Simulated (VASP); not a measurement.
Crystal: ZnS.

```
CELL_PARAMETERS angstrom
3.73418 0.00000 0.00000
-1.86709 3.23390 0.00000
0.00000 0.00000 18.30845
ATOMIC_POSITIONS crystal
Zn 0.33333 0.66667 0.83333
Zn 0.66667 0.33333 0.33333
Zn 0.66667 0.33333 0.66667
Zn 0.33333 0.66667 0.16667
Zn 0.00000 0.00000 0.50000
Zn 0.00000 0.00000 0.00000
S 0.33333 0.66667 0.95833
S 0.66667 0.33333 0.45833
S 0.66667 0.33333 0.79167
S 0.33333 0.66667 0.29167
S 0.00000 0.00000 0.62500
S 0.00000 0.00000 0.12500
```

Base run:

- Program: VASP 6.6.1
- Functional: PBE exchange alone
- Potentials or basis: VASP PAW PBE potentials, release 64 (Zn, S)
- Cutoff: 520 eV
- k mesh: 8 × 8 × 2
- Occupations: fermi-dirac, width 0.05 eV
- Spin: no spin polarisation

Its results: band gap on the k mesh 2.51 eV; pressure 19.6 GPa; largest force 0.056 eV/Å.

Problem. The run is repeated on the same cell with these changes: functional from PBE exchange alone to PBE; further incar settings from ALGO = Normal; EDIFF = 1e-06; NBANDS = 66 to ALGO = Normal; EDIFF = 1e-07; NBANDS = 66. What comes out?

Solution. Band gap on the k mesh 2.45 eV; pressure 7.9 GPa; largest force 0.039 eV/Å.

Caveats: the cell stands under pressure.

A k mesh can miss the band edges.
